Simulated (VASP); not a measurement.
# InSb (F-43m) in VASP: notebook

InSb is run at these levels: r2SCAN; tasks: single point.

Everything below comes from runs of VASP 6.6.1. Logs are shortened: lines on timing, memory, paths and dates and some standing lists are left out, and cuts for length are marked.

**1. The cell of the first run**

The structure is cubic, space group F-43m (No. 216). Conventional cell: a = 6.493 Å, b = 6.493 Å, c = 6.493 Å, α = 90.00°, β = 90.00°, γ = 90.00°. Within 3.7 Å of In (site symmetry -43m) lie 4 Sb at 2.81 Å. Sb (site symmetry -43m) has 4 In at 2.81 Å within 3.7 Å.

**2. Single point, r2SCAN (strain -1.0%)**

POSCAR reads:

```
InSb
1.0
    0.0000000000      3.2467178874      3.2467178874
    3.2467178874      0.0000000000      3.2467178874
    3.2467178874      3.2467178874      0.0000000000
In Sb
1 1
Direct
    0.0000000000      0.0000000000      0.0000000000
    0.2500000000      0.2500000000      0.2500000000
```

INCAR.step1 reads:

```
ALGO = Normal ; EDIFF = 1E-5
ENCUT = 550 ; GGA = PE
GGA_COMPAT = False ; ISMEAR = -1
LASPH = True ; LCHARG = False
LREAL = False ; LWAVE = True
NBANDS = 21 ; NELM = 120
PREC = Accurate ; SIGMA = 0.02
```

INCAR.step2 reads:

```
ALGO = Normal ; EDIFF = 1E-6
ENCUT = 550 ; GGA_COMPAT = False
ISIF = 2 ; ISMEAR = -1
ISTART = 1 ; LASPH = True
LCHARG = False ; LMIXTAU = True
LREAL = False ; LWAVE = False
METAGGA = R2SCAN ; NBANDS = 21
NELM = 120 ; PREC = Accurate
SIGMA = 0.02
```

KPOINTS reads:

```
k-points
0
Gamma
  6 6 6
```

Potentials or basis: VASP PAW PBE potentials, release 64 (In_d, Sb_d_GW).

Launch:

```sh
> cat potpaw_PBE.64/In_d/POTCAR potpaw_PBE.64/Sb_d_GW/POTCAR > POTCAR
> cp INCAR.step1 INCAR
> mpirun -np 1 vasp_std > vasp.out
> cp INCAR.step2 INCAR
> mpirun -np 1 vasp_std > vasp.out
```

OUTCAR:

```text
EDIFF = 1E-6
   ENCUT = 550
   ISIF = 2
   ISMEAR = -1
   ISTART = 1
   LASPH = True
   LREAL = False
   METAGGA = R2SCAN
   NELM = 120
   PREC = Accurate

 ion  position               nearest neighbor table
   1  0.000  0.000  0.000-   2 2.81   2 2.81   2 2.81   2 2.81
   2  0.250  0.250  0.250-   1 2.81   1 2.81   1 2.81   1 2.81

  LATTYP: Found a face centered cubic cell.
 ALAT       =     6.4934357748

  Lattice vectors:

 A1 = (   0.0000000000,   3.2467178874,   3.2467178874)
 A2 = (   3.2467178874,   0.0000000000,   3.2467178874)
 A3 = (   3.2467178874,   3.2467178874,   0.0000000000)

Analysis of symmetry for initial positions (statically):
=====================================================================
 Subroutine PRICEL returns:
 Original cell was already a primitive cell.

 Routine SETGRP: Setting up the symmetry group for a
 face centered cubic supercell.

 Subroutine GETGRP returns: Found 24 space group operations
 (whereof 24 operations were pure point group operations)
 out of a pool of 48 trial point group operations.

The static configuration has the point symmetry T_d .

Analysis of symmetry for dynamics (positions and initial velocities):
=====================================================================
 Subroutine PRICEL returns:
 Original cell was already a primitive cell.

 Routine SETGRP: Setting up the symmetry group for a
 face centered cubic supercell.

 Subroutine GETGRP returns: Found 24 space group operations
 (whereof 24 operations were pure point group operations)
 out of a pool of 48 trial point group operations.

The dynamic configuration has the point symmetry T_d .

 Subroutine INISYM returns: Found 24 space group operations
 (whereof 24 operations are pure point group operations),
 and found     1 'primitive' translations

----------------------------------------------------------------------------------------

                                     Primitive cell

  volume of cell :      68.4485

  direct lattice vectors                    reciprocal lattice vectors
     0.000000000  3.246717887  3.246717887    -0.154001677  0.154001677  0.154001677
     3.246717887  0.000000000  3.246717887     0.154001677 -0.154001677  0.154001677
     3.246717887  3.246717887  0.000000000     0.154001677  0.154001677 -0.154001677

  length of vectors
     4.591552470  4.591552470  4.591552470     0.266738729  0.266738729  0.266738729

  position of ions in fractional coordinates (direct lattice)
     0.000000000  0.000000000  0.000000000
     0.250000000  0.250000000  0.250000000

  ion indices of the primitive-cell ions
   primitive index   ion index
                 1           1
                 2           2

----------------------------------------------------------------------------------------

 KPOINTS: k-points

Automatic generation of k-mesh.
 Grid dimensions read from file:
 generate k-points for:    6    6    6

 Generating k-lattice:

  Cartesian coordinates                     Fractional coordinates (reciprocal lattice)
    -0.025666946  0.025666946  0.025666946     0.166666667  0.000000000  0.000000000
     0.025666946 -0.025666946  0.025666946     0.000000000  0.166666667  0.000000000
     0.025666946  0.025666946 -0.025666946     0.000000000  0.000000000  0.166666667

  Length of vectors
     0.044456455  0.044456455  0.044456455

  Shift w.r.t. Gamma in fractional coordinates (k-lattice)
     0.000000000  0.000000000  0.000000000

 Subroutine IBZKPT returns following result:
 ===========================================

 Found     16 irreducible k-points:

 Following reciprocal coordinates:
            Coordinates               Weight
  0.000000  0.000000  0.000000      1.000000
  0.166667  0.000000  0.000000      8.000000
  0.333333  0.000000  0.000000      8.000000
  0.500000  0.000000  0.000000      4.000000
  0.166667  0.166667  0.000000      6.000000
  0.333333  0.166667  0.000000     24.000000
[... 8 lines left out ...]
 -0.333333  0.333333  0.166667     24.000000
 -0.333333  0.500000  0.166667     12.000000
   k-points           NKPTS =     16   k-points in BZ     NKDIM =     16   number of bands    NBANDS=     21
   number of dos      NEDOS =    301   number of ions     NIONS =      2
   total plane-waves  NPLWV =  46656
   dimension x,y,z NGX =    36 NGY =   36 NGZ =   36
   dimension x,y,z NGXF=    72 NGYF=   72 NGZF=   72
   ions per type =               1   1
   NGX,Y,Z   is equivalent  to a cutoff of  13.03, 13.03, 13.03 a.u.
   NGXF,Y,Z  is equivalent  to a cutoff of  26.07, 26.07, 26.07 a.u.
 SYSTEM =  unknown system
   PREC   = accura    normal or accurate (medium, high low for compatibility)
   ISTART =      1    job   : 0-new  1-cont  2-samecut
   ICHARG =      0    charge: 1-file 2-atom 10-const
   ISPIN  =      1    spin polarized calculation?
   LNONCOLLINEAR =      F non collinear calculations
   LSORBIT =      F    spin-orbit coupling
   LASPH  =      T    aspherical Exc in radial PAW
   ENCUT  =  550.0 eV  40.42 Ry    6.36 a.u.   8.78  8.78  8.78*2*pi/ulx,y,z
   NELM   =    120;   NELMIN=  2; NELMDL=  0     # of ELM steps
   EDIFF  = 0.1E-05   stopping-criterion for ELM
   LREAL  =      F    real-space projection
   EDIFFG = 0.1E-04   stopping-criterion for IOM
   NSW    =      0    number of steps for IOM
   IBRION =     -1    ionic relax: 0-MD 1-quasi-New 2-CG
   NFREE  =      0    steps in history (QN), initial steepest desc. (CG)
   ISIF   =      2    stress and relaxation
   ISYM   =      2    0-nonsym 1-usesym 2-fastsym
   POTIM  = 0.5000    time-step for ionic-motion
   TEBEG  =    0.0;   TEEND  =   0.0 temperature during run
   PSTRESS=    0.0 pullay stress
   NELECT =      28.0000    total number of electrons
   NUPDOWN=      -1.0000    fix difference up-down
   EMIN   =  10.00;   EMAX   =-10.00  energy-range for DOS
   EFERMI =   0.00;   METHOD = LEGACY
   ISMEAR =    -1;   SIGMA  =   0.02  broadening in eV -4-tet -1-fermi 0-gaus
   EFERMI_NEDOS =   21; number of points for ismear=-14 and -15
   IALGO  =     38    algorithm
   IMIX   =      4    mixing-type and parameters
     AMIX     =   0.40;   BMIX     =  1.00
     AMIX_MAG =   1.60;   BMIX_MAG =  1.00
  volume/ion in A,a.u.               =      34.22       230.96
  Fermi-wavevector in a.u.,A,eV,Ry     =   1.215270  2.296528 20.094205  1.476882
  Thomas-Fermi vector in A             =   2.350663
   LORBIT       =      0    0 simple, 1 ext, 2 COOP (PROOUT), +10 PAW based schemes
   METAGGA = R2SCAN    functional components
   LHFCALC =     F    Hartree Fock is set to
   AEXX    =    0.0000 exact exchange contribution
   IVDW    =     0    specifies the selected vdW correction
   LEPSILON=     F    determine dielectric tensor
   LRPA    =     F    only Hartree local field effects (RPA)
 non-spin polarized calculation
  energy-cutoff  :      550.00
  volume of cell :       68.45
 maximum number of plane-waves:      2044
   NGX = 17   NGY = 17   NGZ = 17

 number of electron      27.9999982 magnetization

 Free energy of the ion-electron system (eV)
  ---------------------------------------------------
  ext. energy  EPLUGINS =         0.00000000
  ---------------------------------------------------
  free energy    TOTEN  =       -48.76963990 eV

  energy without entropy =      -48.76961125  energy(sigma->0) =      -48.76962558

 E-fermi :   4.1136     XC(G=0):  -9.5023

 val. band max:        4.0050987492   @ k =   0.0000   0.0000   0.0000
 cond. band min:       4.1999202195   @ k =   0.0000   0.0000   0.0000
 fundamental gap:      0.1948214703
 Fermi energy:         4.1135840094

 k-point     1 :       0.0000    0.0000    0.0000
  band No.  band energies     occupation
      1     -25.2380      2.00000
      2     -25.2380      2.00000
      3     -25.2380      2.00000
      4     -25.2163      2.00000
      5     -25.2163      2.00000
      6     -11.0779      2.00000
[... 13 lines left out ...]
     20      12.8275      0.00000
     21      12.8275      0.00000

 k-point     2 :       0.1667    0.0000    0.0000
  band No.  band energies     occupation
      1     -25.2380      2.00000
      2     -25.2377      2.00000
      3     -25.2377      2.00000
      4     -25.2161      2.00000
      5     -25.2161      2.00000
      6     -11.0908      2.00000
[... 13 lines left out ...]
     20      11.8059      0.00000
     21      11.8059      0.00000

 k-point     3 :       0.3333    0.0000    0.0000
  band No.  band energies     occupation
      1     -25.2379      2.00000
      2     -25.2371      2.00000
      3     -25.2371      2.00000
      4     -25.2158      2.00000
      5     -25.2158      2.00000
      6     -11.1159      2.00000
[... 13 lines left out ...]
     20      12.2571      0.00000
     21      12.2571      0.00000

 k-point     4 :       0.5000    0.0000    0.0000
  band No.  band energies     occupation
      1     -25.2379      2.00000
      2     -25.2369      2.00000
      3     -25.2369      2.00000
      4     -25.2156      2.00000
      5     -25.2156      2.00000
      6     -11.1282      2.00000
[... 13 lines left out ...]
     20      13.8175      0.00000
     21      13.8175      0.00000

 k-point     5 :       0.1667    0.1667    0.0000
  band No.  band energies     occupation
      1     -25.2384      2.00000
      2     -25.2374      2.00000
      3     -25.2374      2.00000
      4     -25.2164      2.00000
      5     -25.2158      2.00000
      6     -11.1014      2.00000
[... 13 lines left out ...]
     20      11.8950      0.00000
     21      13.1341      0.00000
[... 190 lines left out ...]
     20      15.0471      0.00000
     21      15.1943      0.00000

 k-point    14 :       0.5000    0.3333    0.1667
  band No.  band energies     occupation
      1     -25.2383      2.00000
      2     -25.2368      2.00000
      3     -25.2362      2.00000
      4     -25.2162      2.00000
      5     -25.2151      2.00000
      6     -11.1391      2.00000
[... 13 lines left out ...]
     20      13.4091      0.00000
     21      14.8928      0.00000

 k-point    15 :      -0.3333    0.3333    0.1667
  band No.  band energies     occupation
      1     -25.2376      2.00000
      2     -25.2374      2.00000
      3     -25.2359      2.00000
      4     -25.2160      2.00000
      5     -25.2151      2.00000
      6     -11.1452      2.00000
[... 13 lines left out ...]
     20      14.2448      0.00000
     21      14.8172      0.00000

 k-point    16 :      -0.3333    0.5000    0.1667
  band No.  band energies     occupation
      1     -25.2386      2.00000
      2     -25.2365      2.00000
      3     -25.2355      2.00000
      4     -25.2164      2.00000
      5     -25.2147      2.00000
      6     -11.1544      2.00000
[... 13 lines left out ...]
     20      14.4879      0.00000
     21      15.1834      0.00000

------------------------ aborting loop because EDIFF is reached ----------------------------------------

  FORCE on cell =-STRESS in cart. coord.  units (eV):
  Direction    XX          YY          ZZ          XY          YZ          ZX
  --------------------------------------------------------------------------------------
  -------------------------------------------------------------------------------------
  Total        0.5552120      0.5552120      0.5552120      0.0000000      0.0000000      0.0000000
  in kB       12.9958832     12.9958832     12.9958832      0.0000000      0.0000000      0.0000000
  external PRESSURE =      12.9958832 kB  Pullay stress =       0.0000000 kB

 VOLUME and BASIS-vectors are now :
 -----------------------------------------------------------------------------
  energy-cutoff  :      550.00
  volume of cell :       68.45
      direct lattice vectors                 reciprocal lattice vectors
     0.000000000  3.246717887  3.246717887    -0.154001677  0.154001677  0.154001677
     3.246717887  0.000000000  3.246717887     0.154001677 -0.154001677  0.154001677
     3.246717887  3.246717887  0.000000000     0.154001677  0.154001677 -0.154001677

 POSITION                                       TOTAL-FORCE (eV/Angst)
 -----------------------------------------------------------------------------------
      0.00000      0.00000      0.00000         0.000000      0.000000     -0.000000
      1.62336      1.62336      1.62336        -0.000000     -0.000000      0.000000
 -----------------------------------------------------------------------------------
    total drift:                               -0.000000     -0.000000     -0.000000

  FREE ENERGIE OF THE ION-ELECTRON SYSTEM (eV)
  ---------------------------------------------------
  free  energy   TOTEN  =       -48.7696399000 eV

  energy  without entropy=      -48.7696112504  energy(sigma->0) =      -48.76962558
```

Wall time 51 s (1 thread of Intel Xeon 6975P-C (Granite Rapids), shared host); peak memory 0.24 GiB.

What came out:

| Item | Value |
| --- | --- |
| Free energy | -48.7696 eV |
| Pressure | 1.3 GPa |
| Band gap on the k mesh | 0.19 eV |

Caveat: the cell differs from its parent crystal (strain -1.0%); semilocal functionals underestimate gaps, and a narrow one can read as zero; the PAW data sets were made with another functional, which shifts forces and pressure a little; spin-orbit coupling is left out, which moves the levels of the heavy elements.

**3. Single point, r2SCAN (strain -3.0%)**

POSCAR reads:

```
InSb
1.0
    0.0000000000      3.1811276270      3.1811276270
    3.1811276270      0.0000000000      3.1811276270
    3.1811276270      3.1811276270      0.0000000000
In Sb
1 1
Direct
    0.0000000000      0.0000000000      0.0000000000
    0.2500000000      0.2500000000      0.2500000000
```

INCAR.step1 reads:

```
  PREC = Accurate
  ENCUT = 550
  ISMEAR = -1
  SIGMA = 0.02
  LREAL = F
  LASPH = T
  NELM = 120
  NBANDS = 21
  GGA = PE
  ALGO = Normal
  EDIFF = 1E-5
  LWAVE = T
  LCHARG = F
  GGA_COMPAT = F
```

INCAR.step2 reads:

```
  PREC = Accurate
  ENCUT = 550
  EDIFF = 1E-6
  ISMEAR = -1
  SIGMA = 0.02
  LREAL = F
  LASPH = T
  NELM = 120
  ALGO = Normal
  ISIF = 2
  LWAVE = F
  LCHARG = F
  METAGGA = R2SCAN
  LMIXTAU = T
  NBANDS = 21
  ISTART = 1
  GGA_COMPAT = F
```

KPOINTS reads:

```
Automatic mesh
0
Gamma
  6 6 6
```

Potentials or basis: VASP PAW PBE potentials, release 64 (In_d, Sb_d_GW).

Launch:

```sh
> cat potpaw_PBE.64/In_d/POTCAR potpaw_PBE.64/Sb_d_GW/POTCAR > POTCAR
> cp INCAR.step1 INCAR
> mpirun -np 1 vasp_std > vasp.out
> cp INCAR.step2 INCAR
> mpirun -np 1 vasp_std > vasp.out
```

Run time: 3.5 min. Hardware: 1 thread of Intel Xeon Platinum 8259CL at 2.50GHz (Skylake/Cascade Lake), shared host; peak memory 0.24 GiB.

Results (log left out):

```yaml
Free_energy: -48.6923 eV
Pressure: 4.8 GPa
Band_gap_on_the_k_mesh: 0.58 eV
```

Levels at points of the mesh, in eV from the valence-band top:
```
           k point  band 12  band 13  band 14  band 15  band 16  band 17
(0.00, 0.00, 0.00)     0.00     0.00     0.00     0.58     3.21     3.21
(0.50, 0.00, 0.00)    -6.05    -1.14    -1.14     0.95     4.11     4.11
(0.50, 0.50, 0.00)    -6.31    -2.55    -2.55     1.48     1.52     9.11
```

Caveat: the cell differs from its parent crystal (strain -3.0%); the cell stands under pressure; semilocal functionals underestimate gaps, and a narrow one can read as zero; the PAW data sets were made with another functional, which shifts forces and pressure a little; spin-orbit coupling is left out, which moves the levels of the heavy elements.

**4. Single point, r2SCAN (strain -2.0%)**

POSCAR reads:

```
InSb
1.0
    0.0000000000      3.2139227572      3.2139227572
    3.2139227572      0.0000000000      3.2139227572
    3.2139227572      3.2139227572      0.0000000000
In Sb
1 1
Direct
    0.0000000000      0.0000000000      0.0000000000
    0.2500000000      0.2500000000      0.2500000000
```

INCAR.step1 reads:

```
ALGO = Normal ; EDIFF = 1E-5
ENCUT = 550 ; GGA = PE
GGA_COMPAT = F ; ISMEAR = -1
LASPH = T ; LCHARG = F
LREAL = F ; LWAVE = T
NBANDS = 21 ; NELM = 120
PREC = Accurate ; SIGMA = 0.02
```

INCAR.step2 reads:

```
ALGO = Normal ; EDIFF = 1E-6
ENCUT = 550 ; GGA_COMPAT = F
ISIF = 2 ; ISMEAR = -1
ISTART = 1 ; LASPH = T
LCHARG = F ; LMIXTAU = T
LREAL = F ; LWAVE = F
METAGGA = R2SCAN ; NBANDS = 21
NELM = 120 ; PREC = Accurate
SIGMA = 0.02
```

KPOINTS reads:

```
k-points
0
Gamma
  6 6 6
```

Launch:

```sh
> cat potpaw_PBE.64/In_d/POTCAR potpaw_PBE.64/Sb_d_GW/POTCAR > POTCAR
> cp INCAR.step1 INCAR
> mpirun -np 1 vasp_std > vasp.out
> cp INCAR.step2 INCAR
> mpirun -np 1 vasp_std > vasp.out
```

Run time: 4.6 min. Hardware: 1 thread of AMD EPYC 7R43 (Zen 3), shared host; peak memory 0.2 GiB.

Results (log left out):

```
Free energy            : -48.7418 eV
Pressure               : 2.9 GPa
Band gap on the k mesh : 0.38 eV
```

Levels at points of the mesh, in eV from the valence-band top:
```tsv
k point	band 10	band 11	band 12	band 13	band 14	band 15	band 16	band 17	band 18	band 19
(0.00, 0.00, 0.00)	-15.04	-11.28	0.00	0.00	0.00	0.38	3.22	3.22	3.22	6.23
(0.50, 0.00, 0.00)	-15.04	-9.77	-5.89	-1.08	-1.08	0.89	4.11	4.11	6.47	9.01
(0.50, 0.50, 0.00)	-15.03	-9.09	-6.17	-2.44	-2.44	1.53	1.55	8.91	8.91	9.63
```

Caveat: the cell differs from its parent crystal (strain -2.0%); semilocal functionals underestimate gaps, and a narrow one can read as zero; the PAW data sets were made with another functional, which shifts forces and pressure a little; spin-orbit coupling is left out, which moves the levels of the heavy elements.

**5. Summary**

| cell | gap on the mesh (eV) | pressure (GPa) |
| --- | --- | --- |
| a = 4.592 Å, angles 60.0°, 2 atoms | 0.19 | 1.3 |
| a = 4.499 Å, angles 60.0°, 2 atoms | 0.58 | 4.8 |
| a = 4.545 Å, angles 60.0°, 2 atoms | 0.38 | 2.9 |

Alike in all rows: task single point; level r2SCAN; potentials or basis VASP PAW PBE potentials, release 64 (In_d, Sb_d_GW); no spin polarisation; k mesh 6 × 6 × 6; cutoff (eV) 550; smearing fermi-dirac 0.02 eV.

Caveats: semilocal functionals underestimate gaps, and a narrow one can read as zero; the PAW data sets were made with another functional, which shifts forces and pressure a little; spin-orbit coupling is left out, which moves the levels of the heavy elements; the cell stands under pressure (at least some runs).

Total energies depend on the potentials used, so only differences within one code and one set of settings carry meaning.
